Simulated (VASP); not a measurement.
Here is a VASP 6.6.1 calculation.

INCAR

```
SYSTEM = Nb16N
PREC = Accurate ; ENCUT = 520
EDIFF = 1E-6 ; ISMEAR = 0
SIGMA = 0.15 ; LREAL = Auto
LASPH = .True. ; NELM = 80
ALGO = Normal ; ISIF = 2
LWAVE = .False. ; LCHARG = .False.
GGA = PE ; NBANDS = 120
```

The input KPOINTS:

```
regular mesh
0
Gamma
  3 3 3
  0 0 0
```

File POSCAR:

```
Nb16N
1.0
    6.6000000000      0.0000000000      0.0000000000
    0.0000000000      6.6000000000      0.0000000000
    0.0000000000      0.0000000000      6.6000000000
Nb N
16 1
Direct
    0.0069022042     -0.0004135747      0.0446880211
    0.5068718809     -0.0004027192      0.0018132980
    0.0068976419      0.4995977025      0.0018078302
    0.0068728700     -0.0003583298      0.4564274667
    0.2653414931      0.2580210077      0.2505515587
    0.5069402300      0.4995957508     -0.0030826439
    0.5068648427     -0.0003946109      0.4993016150
    0.7484970363      0.2580413058      0.2505117465
    0.0068766490      0.4995992678      0.4992895550
    0.2653306207      0.7411830692      0.2505773120
    0.2514444788      0.2440864895      0.7505662407
    0.5069501675      0.4995985117      0.5041992985
    0.7484961493      0.7411773373      0.2505464430
    0.7623837913      0.2440647266      0.7505434570
    0.2514008799      0.7550910601      0.7505653256
    0.7623902398      0.7551471347      0.7505485988
    0.0069882647     -0.0003800692      0.7505490571
```

Potentials or basis: VASP PAW PBE potentials, release 64 (Nb_sv, N).

Launch:

```console
$ cat potpaw_PBE.64/Nb_sv/POTCAR potpaw_PBE.64/N/POTCAR > POTCAR
$ mpirun -np 1 vasp_std > vasp.out
```

(1) What does it give for the band gap on the k mesh?

(2) Estimate the largest force.

## Answers

(1) zero (an odd number of electrons rules out a gap without spin polarisation).

(2) 0.033 eV/Å.
